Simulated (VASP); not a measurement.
Input of a VASP 6.6.1 run:

File INCAR:

```
SYSTEM = LiV
PREC = Accurate ; ENCUT = 520
EDIFF = 1E-6 ; ISMEAR = -1
SIGMA = 0.1 ; LREAL = .False.
LASPH = .True. ; NELM = 150
ALGO = Normal ; ISIF = 2
LWAVE = .False. ; LCHARG = .False.
ISPIN = 2 ; MAGMOM = 0 1.5
LORBIT = 11 ; LMAXMIX = 4
GGA = PE ; NBANDS = 19
```

The input KPOINTS:

```
Automatic mesh
0
Gamma
  13 13 13
  0 0 0
```

POSCAR

```
LiV
1.0
    2.9755930800      0.0000000000      0.0000000000
    0.0000000000      2.9755930800      0.0000000000
    0.0000000000      0.0000000000      2.9755930800
Li V
1 1
Direct
    0.0000000000      0.0000000000      0.0000000000
    0.5000000000      0.5000000000      0.5000000000
```

Potentials or basis: VASP PAW PBE potentials, release 64 (Li_sv, V_sv).

Command:

```bash
$ cat potpaw_PBE.64/Li_sv/POTCAR potpaw_PBE.64/V_sv/POTCAR > POTCAR
$ mpirun -np 1 vasp_std > vasp.out
```

Problem. Estimate the band gap on the k mesh.

Solution. Zero (filled and empty bands overlap).

Problem. What does it give for the net moment?

Solution. 0.00 μB per cell.
